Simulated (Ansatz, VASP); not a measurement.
# NaH: VASP beside Ansatz

```
Na H
1.0
     0.00000    2.53771    2.67958
     2.53771    0.00000    2.67958
     2.53771    2.53771    0.00000
Na H
1 1
Direct
  0.00000 0.00000 0.00000
  0.25000 0.25000 0.25000
```

Change from the starting cell: epitaxial_xy strain -2.3%.

Alike in both runs: task single point; functional HSE06; k mesh 6 × 6 × 6; no spin polarisation.

```csv
,VASP,Ansatz
version,VASP 6.6.1,Ansatz 0.2.0
potentials or method,"VASP PAW PBE potentials, release 64 (Na_pv, H)","plane waves, PAW"
plane-wave cutoff (eV),520,420
occupations,"gaussian, width 0.01 eV",fixed
valence electrons in the cell,8,10
```

```csv
,VASP,Ansatz,Ansatz less VASP
gap on the k mesh at the Fermi level (eV),4.58,4.58,+0.005
pressure (GPa),0.3,0.3,-0.01
"traceless stress, the component that is largest in VASP (GPa)",-0.26,-0.26,-0.002
```

VASP's potentials hold 8 valence electrons a cell and Ansatz's 10, so a difference there can come from the potentials and not from the codes. Ansatz's warnings: stress exchange threshold loose, stress scf threshold loose.
